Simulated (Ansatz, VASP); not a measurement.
MgI2 in VASP and in Ansatz

```
CELL_PARAMETERS angstrom
2.05282 1.15533 6.89235
-2.10454 1.24492 6.89235
0.05173 -2.40025 6.89235
ATOMIC_POSITIONS crystal
Mg 0.00000 0.00000 0.00000
I 0.25036 0.25460 0.25317
I 0.74964 0.74540 0.74683
```

Change from the starting cell: shear_xy strain -4.3%.

Alike in both runs: task single point; functional r2SCAN; k mesh 8 × 8 × 8; no spin polarisation.

|  | VASP | Ansatz |
| --- | --- | --- |
| version | VASP 6.6.1 | Ansatz 0.2.0 |
| potentials or method | VASP PAW PBE potentials, release 64 (Mg, I) | plane waves, PAW |
| plane-wave cutoff (eV) | 520 | 500 |
| occupations | gaussian, width 0.01 eV | fixed |
| valence electrons in the cell | 16 | 44 |

|  | VASP | Ansatz | Ansatz less VASP |
| --- | --- | --- | --- |
| gap on the k mesh at the Fermi level (eV) | 3.64 | 3.67 | +0.030 |
| pressure (GPa) | 0.6 | 0.7 | +0.12 |
| traceless stress, the component that is largest in VASP (GPa) | 0.78 | 0.78 | +0.001 |
| rms of the force components (eV/Å) | 0.018 | 0.009 | -0.0084 |

VASP's potentials were made for PBE, not for r2SCAN. Atom by atom the forces differ by 0.008 eV/Å (rms over components). VASP's potentials hold 16 valence electrons a cell and Ansatz's 44, so a difference there can come from the potentials and not from the codes.

Neither program's run includes spin-orbit coupling.
